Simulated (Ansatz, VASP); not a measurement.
One calculation of SnTe, two programs

```
Sn Te
1.0
     0.00000    3.14402    3.14402
     3.14402    0.00000    3.14402
     3.14402    3.14402    0.00000
Sn Te
1 1
Cartesian
  0.0000 0.0000 0.0000
  3.1440 3.1440 3.1440
```

Alike in both runs: functional PBEsol; k mesh 10 × 10 × 10; occupations gaussian, width 0.01 eV; no spin polarisation.

Ansatz relaxed the structure, and its values are those at the end. VASP's run is a single point on that final structure, the one shown.

|  | VASP | Ansatz |
| --- | --- | --- |
| version | VASP 6.6.1 | Ansatz 0.2.0 |
| potentials or method | VASP PAW PBE potentials, release 64 (Sn_d, Te), cutoff 520 eV | scalar-relativistic, plane waves, PAW |
| valence electrons in the cell | 20 | 30 |

```csv
,VASP,Ansatz,Ansatz less VASP
gap on the k mesh at the Fermi level (eV),0.16,0.16,-0.001
least direct gap on the mesh (eV),0.16,0.16,-0.001
pressure (GPa),0.0,0.0,+0.02
```

VASP's potentials were made for PBE, not for PBEsol. VASP's potentials hold 20 valence electrons a cell and Ansatz's 30, so a difference there can come from the potentials and not from the codes.

Spin-orbit coupling is off throughout.
